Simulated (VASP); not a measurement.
# CdF2 (Fm-3m) in VASP: a series of runs

CdF2 is run at these levels: r2SCAN; tasks: single point.

Program: VASP 6.6.1. These are calculated values, not measurements. Logs are shortened: lines on timing, memory, paths and dates and some standing lists are left out, and cuts for length are marked.

## 1. The cell of the first run

It takes space group Fm-3m (No. 225, cubic). Conventional cell: a = 5.205 Å, b = 5.205 Å, c = 5.205 Å, α = 90.00°, β = 90.00°, γ = 90.00°. Cd (site symmetry m-3m) has 8 F at 2.25 Å within 3.0 Å. F (site symmetry -43m) has 4 Cd at 2.25 Å and 6 F at 2.60 Å within 3.0 Å.

## 2. Single point, r2SCAN

The input, POSCAR:

```
CdF2
1.0
    2.6026389563      2.6026389563      0.0000000000
   -2.6026389563      2.6026389563      0.0000000000
    0.0000000000      2.6026389563      2.6026389563
Cd F
1 2
Direct
    0.0000000000      0.0000000000      0.0000000000
    0.2500000000      0.7500000000      0.5000000000
    0.7500000000      0.2500000000      0.5000000000
```

The input, INCAR.step1:

```
PREC = Accurate
ENCUT = 520
ISMEAR = 0
SIGMA = 0.01
LREAL = False
LASPH = True
NELM = 80
NBANDS = 20
GGA = PE
ALGO = Normal
EDIFF = 1E-4
LWAVE = True
LCHARG = False
```

The input, INCAR.step2:

```
PREC = Accurate
ENCUT = 520
EDIFF = 1E-7
ISMEAR = 0
SIGMA = 0.01
LREAL = False
LASPH = True
NELM = 80
ALGO = Normal
ISIF = 2
LWAVE = False
LCHARG = True
METAGGA = R2SCAN
LMIXTAU = True
LELF = True
LVHAR = True
NBANDS = 20
ISTART = 1
```

The input, KPOINTS:

```
regular mesh
0
Gamma
  8 8 8
```

Potentials or basis: VASP PAW PBE potentials, release 64 (Cd, F).

The run is started by

```bash
$ cat potpaw_PBE.64/Cd/POTCAR potpaw_PBE.64/F/POTCAR > POTCAR
$ cp INCAR.step1 INCAR
$ mpirun -np 1 vasp_std > vasp.out
$ cp INCAR.step2 INCAR
$ mpirun -np 1 vasp_std > vasp.out
```

OUTCAR:

```text
PREC = Accurate
   ENCUT = 520
   EDIFF = 1E-7
   ISMEAR = 0
   LREAL = False
   LASPH = True
   NELM = 80
   ISIF = 2
   METAGGA = R2SCAN
   ISTART = 1

 ion  position               nearest neighbor table
   1  0.000  0.000  0.000-   3 2.25   2 2.25   2 2.25   3 2.25   2 2.25   3 2.25   3 2.25   2 2.25

   2  0.250  0.750  0.500-   1 2.25   1 2.25   1 2.25   1 2.25
   3  0.750  0.250  0.500-   1 2.25   1 2.25   1 2.25   1 2.25

  LATTYP: Found a face centered cubic cell.
 ALAT       =     5.2052779126

  Lattice vectors:

 A1 = (   0.0000000000,   2.6026389563,   2.6026389563)
 A2 = (   2.6026389563,   0.0000000000,   2.6026389563)
 A3 = (   2.6026389563,   2.6026389563,   0.0000000000)

Analysis of symmetry for initial positions (statically):
=====================================================================
 Subroutine PRICEL returns:
 Original cell was already a primitive cell.

 Routine SETGRP: Setting up the symmetry group for a
 face centered cubic supercell.

 Subroutine GETGRP returns: Found 48 space group operations
 (whereof 48 operations were pure point group operations)
 out of a pool of 48 trial point group operations.

The static configuration has the point symmetry O_h .

Analysis of symmetry for dynamics (positions and initial velocities):
=====================================================================
 Subroutine PRICEL returns:
 Original cell was already a primitive cell.

 Routine SETGRP: Setting up the symmetry group for a
 face centered cubic supercell.

 Subroutine GETGRP returns: Found 48 space group operations
 (whereof 48 operations were pure point group operations)
 out of a pool of 48 trial point group operations.

The dynamic configuration has the point symmetry O_h .

 Subroutine INISYM returns: Found 48 space group operations
 (whereof 48 operations are pure point group operations),
 and found     1 'primitive' translations

----------------------------------------------------------------------------------------

                                     Primitive cell

  volume of cell :      35.2591

  direct lattice vectors                    reciprocal lattice vectors
     2.602638956  2.602638956  0.000000000     0.192112701  0.192112701 -0.192112701
    -2.602638956  2.602638956  0.000000000    -0.192112701  0.192112701 -0.192112701
     0.000000000  2.602638956  2.602638956     0.000000000  0.000000000  0.384225402

  length of vectors
     3.680687310  3.680687310  3.680687310     0.332748959  0.332748959  0.384225402

  position of ions in fractional coordinates (direct lattice)
     0.000000000  0.000000000  0.000000000
     0.250000000  0.750000000  0.500000000
     0.750000000  0.250000000  0.500000000

  ion indices of the primitive-cell ions
   primitive index   ion index
                 1           1
                 2           2
                 3           3

----------------------------------------------------------------------------------------

 KPOINTS: regular mesh

Automatic generation of k-mesh.
 Grid dimensions read from file:
 generate k-points for:    8    8    8

 Generating k-lattice:

  Cartesian coordinates                     Fractional coordinates (reciprocal lattice)
     0.024014088  0.024014088 -0.024014088     0.125000000  0.000000000  0.000000000
    -0.024014088  0.024014088 -0.024014088     0.000000000  0.125000000  0.000000000
     0.000000000  0.000000000  0.048028175     0.000000000  0.000000000  0.125000000

  Length of vectors
     0.041593620  0.041593620  0.048028175

  Shift w.r.t. Gamma in fractional coordinates (k-lattice)
     0.000000000  0.000000000  0.000000000

 Subroutine IBZKPT returns following result:
 ===========================================

 Found     29 irreducible k-points:

 Following reciprocal coordinates:
            Coordinates               Weight
  0.000000  0.000000  0.000000      1.000000
  0.125000  0.000000  0.000000      8.000000
  0.250000  0.000000  0.000000      8.000000
  0.375000  0.000000  0.000000      8.000000
  0.500000  0.000000  0.000000      4.000000
  0.125000  0.125000  0.000000     12.000000
[... 16 lines left out ...]
  0.375000  0.250000  0.125000     48.000000
  0.500000  0.250000  0.125000     24.000000
 [... further k-points ...]
   k-points           NKPTS =     29   k-points in BZ     NKDIM =     29   number of bands    NBANDS=     20
   number of dos      NEDOS =    301   number of ions     NIONS =      3
   total plane-waves  NPLWV =  21952
   dimension x,y,z NGX =    28 NGY =   28 NGZ =   28
   dimension x,y,z NGXF=    56 NGYF=   56 NGZF=   56
   ions per type =               1   2
   NGX,Y,Z   is equivalent  to a cutoff of  12.65, 12.65, 12.65 a.u.
   NGXF,Y,Z  is equivalent  to a cutoff of  25.29, 25.29, 25.29 a.u.
 SYSTEM =  unknown system
   PREC   = accura    normal or accurate (medium, high low for compatibility)
   ISTART =      1    job   : 0-new  1-cont  2-samecut
   ICHARG =      0    charge: 1-file 2-atom 10-const
   ISPIN  =      1    spin polarized calculation?
   LNONCOLLINEAR =      F non collinear calculations
   LSORBIT =      F    spin-orbit coupling
   LASPH  =      T    aspherical Exc in radial PAW
   ENCUT  =  520.0 eV  38.22 Ry    6.18 a.u.   6.84  6.84  6.84*2*pi/ulx,y,z
   NELM   =     80;   NELMIN=  2; NELMDL=  0     # of ELM steps
   EDIFF  = 0.1E-06   stopping-criterion for ELM
   LREAL  =      F    real-space projection
   EDIFFG = 0.1E-05   stopping-criterion for IOM
   NSW    =      0    number of steps for IOM
   IBRION =     -1    ionic relax: 0-MD 1-quasi-New 2-CG
   NFREE  =      0    steps in history (QN), initial steepest desc. (CG)
   ISIF   =      2    stress and relaxation
   ISYM   =      2    0-nonsym 1-usesym 2-fastsym
   POTIM  = 0.5000    time-step for ionic-motion
   TEBEG  =    0.0;   TEEND  =   0.0 temperature during run
   PSTRESS=    0.0 pullay stress
   NELECT =      26.0000    total number of electrons
   NUPDOWN=      -1.0000    fix difference up-down
   EMIN   =  10.00;   EMAX   =-10.00  energy-range for DOS
   EFERMI =   0.00;   METHOD = LEGACY
   ISMEAR =     0;   SIGMA  =   0.01  broadening in eV -4-tet -1-fermi 0-gaus
   EFERMI_NEDOS =   21; number of points for ismear=-14 and -15
   IALGO  =     38    algorithm
   IMIX   =      4    mixing-type and parameters
     AMIX     =   0.40;   BMIX     =  1.00
     AMIX_MAG =   1.60;   BMIX_MAG =  1.00
  volume/ion in A,a.u.               =      11.75        79.31
  Fermi-wavevector in a.u.,A,eV,Ry     =   1.479024  2.794951 29.762926  2.187513
  Thomas-Fermi vector in A             =   2.593233
   LORBIT       =      0    0 simple, 1 ext, 2 COOP (PROOUT), +10 PAW based schemes
   METAGGA = R2SCAN    functional components
   LHFCALC =     F    Hartree Fock is set to
   AEXX    =    0.0000 exact exchange contribution
   IVDW    =     0    specifies the selected vdW correction
   LEPSILON=     F    determine dielectric tensor
   LRPA    =     F    only Hartree local field effects (RPA)
 non-spin polarized calculation
 Gauss-broadening in eV      SIGMA  =   0.01
  energy-cutoff  :      520.00
  volume of cell :       35.26
 maximum number of plane-waves:       960
   NGX = 13   NGY = 13   NGZ = 13

 number of electron      26.0000013 magnetization

 Free energy of the ion-electron system (eV)
  ---------------------------------------------------
  ext. energy  EPLUGINS =         0.00000000
  ---------------------------------------------------
  free energy    TOTEN  =       -33.51446170 eV

  energy without entropy =      -33.51446170  energy(sigma->0) =      -33.51446170

 E-fermi :  -0.9457     XC(G=0): -11.6655

 val. band max:       -1.0155207791   @ k =   0.5000   0.5000   0.2500
 cond. band min:       3.1102675646   @ k =   0.0000   0.0000   0.0000
 fundamental gap:      4.1257883437
 Fermi energy:        -0.9457367862

 k-point     1 :       0.0000    0.0000    0.0000
  band No.  band energies     occupation
      1     -23.6099      2.00000
      2     -22.2298      2.00000
      3      -7.0789      2.00000
      4      -7.0789      2.00000
      5      -7.0789      2.00000
      6      -5.3073      2.00000
[... 12 lines left out ...]
     19      20.6359      0.00000
     20      20.6359      0.00000

 k-point     2 :       0.1250    0.0000    0.0000
  band No.  band energies     occupation
      1     -23.5485      2.00000
      2     -22.2868      2.00000
      3      -7.0021      2.00000
      4      -7.0021      2.00000
      5      -6.8645      2.00000
      6      -5.3405      2.00000
[... 12 lines left out ...]
     19      20.2518      0.00000
     20      20.2518      0.00000

 k-point     3 :       0.2500    0.0000    0.0000
  band No.  band energies     occupation
      1     -23.3819      2.00000
      2     -22.4408      2.00000
      3      -6.8205      2.00000
      4      -6.8204      2.00000
      5      -6.2790      2.00000
      6      -5.3764      2.00000
[... 12 lines left out ...]
     19      19.5547      0.00000
     20      20.4436      0.00000

 k-point     4 :       0.3750    0.0000    0.0000
  band No.  band energies     occupation
      1     -23.1535      2.00000
      2     -22.6515      2.00000
      3      -6.6623      2.00000
      4      -6.6623      2.00000
      5      -5.4930      2.00000
      6      -5.3044      2.00000
[... 12 lines left out ...]
     19      18.9709      0.00000
     20      19.9602      0.00000

 k-point     5 :       0.5000    0.0000    0.0000
  band No.  band energies     occupation
      1     -22.9502      2.00000
      2     -22.8469      2.00000
      3      -6.6114      2.00000
      4      -6.6113      2.00000
      5      -5.2173      2.00000
      6      -5.2173      2.00000
[... 12 lines left out ...]
     19      18.7108      0.00000
     20      19.5353      0.00000
[... 353 lines left out ...]
      6      -5.1570      2.00000
[... 12 lines left out ...]
     19      20.5978      0.00000
     20      22.1187      0.00000

 k-point    22 :       0.2500    0.2500    0.1250
  band No.  band energies     occupation
      1     -23.2643      2.00000
      2     -22.5376      2.00000
      3      -6.6746      2.00000
      4      -6.5832      2.00000
      5      -5.8653      2.00000
      6      -5.7981      2.00000
[... 12 lines left out ...]
     19      20.2168      0.00000
     20      23.2358      0.00000

 k-point    23 :       0.3750    0.2500    0.1250
  band No.  band energies     occupation
      1     -23.0802      2.00000
      2     -22.6991      2.00000
      3      -6.5676      2.00000
      4      -6.3701      2.00000
      5      -5.7772      2.00000
      6      -5.3579      2.00000
[... 12 lines left out ...]
     19      19.5759      0.00000
     20      23.0427      0.00000

 k-point    24 :       0.5000    0.2500    0.1250
  band No.  band energies     occupation
      1     -22.9105      2.00000
      2     -22.8587      2.00000
      3      -6.5306      2.00000
      4      -6.3174      2.00000
      5      -5.5332      2.00000
      6      -5.4140      2.00000
[... 12 lines left out ...]
     19      19.2686      0.00000
     20      23.2951      0.00000

 [... further k-points ...]

------------------------ aborting loop because EDIFF is reached ----------------------------------------

  FORCE on cell =-STRESS in cart. coord.  units (eV):
  Direction    XX          YY          ZZ          XY          YZ          ZX
  --------------------------------------------------------------------------------------
  -------------------------------------------------------------------------------------
  Total        3.7063725      3.7063725      3.7063725      0.0000000      0.0000000      0.0000000
  in kB      168.4177529    168.4177529    168.4177529      0.0000000      0.0000000      0.0000000
  external PRESSURE =     168.4177529 kB  Pullay stress =       0.0000000 kB

 VOLUME and BASIS-vectors are now :
 -----------------------------------------------------------------------------
  energy-cutoff  :      520.00
  volume of cell :       35.26
      direct lattice vectors                 reciprocal lattice vectors
     2.602638956  2.602638956  0.000000000     0.192112701  0.192112701 -0.192112701
    -2.602638956  2.602638956  0.000000000    -0.192112701  0.192112701 -0.192112701
     0.000000000  2.602638956  2.602638956     0.000000000  0.000000000  0.384225402

 POSITION                                       TOTAL-FORCE (eV/Angst)
 -----------------------------------------------------------------------------------
      0.00000      0.00000      0.00000        -0.000000     -0.000000      0.000000
     -1.30132      3.90396      1.30132         0.000000     -0.000000     -0.000000
      1.30132      3.90396      1.30132        -0.000000      0.000000      0.000000
 -----------------------------------------------------------------------------------
    total drift:                                0.000000      0.000000     -0.000000

  FREE ENERGIE OF THE ION-ELECTRON SYSTEM (eV)
  ---------------------------------------------------
  free  energy   TOTEN  =       -33.5144617046 eV

  energy  without entropy=      -33.5144617046  energy(sigma->0) =      -33.51446170
```

Wall time 3.1 min (1 thread of Intel Xeon 8259CL, shared host); peak memory 0.17 GiB.

Results:

| Property | Result |
| --- | --- |
| Free energy | -33.5145 eV |
| Pressure | 16.8 GPa |
| Band gap on the k mesh | 4.13 eV (least direct gap 4.47 eV) |

Levels at points of the mesh, in eV from the valence-band top:
| k point | band 11 | band 12 | band 13 | band 14 | band 15 | band 16 |
| --- | --- | --- | --- | --- | --- | --- |
| (0.00, 0.00, 0.00) | -0.34 | -0.34 | -0.34 | 4.13 | 14.10 | 14.10 |
| (0.50, 0.00, 0.00) | -2.30 | -0.31 | -0.31 | 8.83 | 10.01 | 16.57 |
| (0.50, 0.50, 0.00) | -0.75 | -0.11 | -0.11 | 9.77 | 11.16 | 12.41 |

Caveat: the cell stands under pressure; the PAW data sets were made with another functional, which shifts forces and pressure a little.

## 3. Single point, r2SCAN

POSCAR is that of step 2.

The input, INCAR.step1:

```
SYSTEM = CdF2
ALGO = Normal
EDIFF = 1E-4
ENCUT = 520
GGA = PE
ISMEAR = 0
LASPH = .TRUE.
LCHARG = .FALSE.
LREAL = .FALSE.
LWAVE = .TRUE.
NBANDS = 20
NELM = 100
PREC = Accurate
SIGMA = 0.01
```

The input, INCAR.step2:

```
SYSTEM = CdF2
ALGO = Normal
EDIFF = 1E-6
ENCUT = 520
ISIF = 2
ISMEAR = 0
ISTART = 1
LASPH = .TRUE.
LCHARG = .FALSE.
LMIXTAU = .TRUE.
LREAL = .FALSE.
LWAVE = .FALSE.
METAGGA = R2SCAN
NBANDS = 20
NELM = 100
PREC = Accurate
SIGMA = 0.01
```

The input, KPOINTS:

```
k-points
0
G
  8 8 8
  0 0 0
```

Potentials or basis: VASP PAW PBE potentials, release 64 (Cd, F).

The run is started by

```bash
$ cat potpaw_PBE.64/Cd/POTCAR potpaw_PBE.64/F/POTCAR > POTCAR
$ cp INCAR.step1 INCAR
$ mpirun -np 1 vasp_std > vasp.out
$ cp INCAR.step2 INCAR
$ mpirun -np 1 vasp_std > vasp.out
```

Wall time 2.8 min (1 thread of Intel Xeon 8259CL, shared host); peak memory 0.17 GiB.

It converged, with:

```
Free energy            : -33.5145 eV
Pressure               : 16.8 GPa
Band gap on the k mesh : 4.13 eV (least direct gap 4.47 eV)
```

Levels at points of the mesh, in eV from the valence-band top:
```
           k point  band 10  band 11  band 12  band 13  band 14  band 15  band 16  band 17
(0.00, 0.00, 0.00)    -1.30    -0.34    -0.34    -0.34     4.13    14.10    14.10    14.10
(0.50, 0.00, 0.00)    -2.30    -2.30    -0.31    -0.31     8.83    10.01    16.57    16.57
(0.50, 0.50, 0.00)    -3.13    -0.75    -0.11    -0.11     9.77    11.16    12.41    16.29
```

Caveat: the cell stands under pressure; the PAW data sets were made with another functional, which shifts forces and pressure a little. r2SCAN opens gaps a little over a GGA but as a rule still falls short of measured ones.

(Continued in part 2 of 3.)
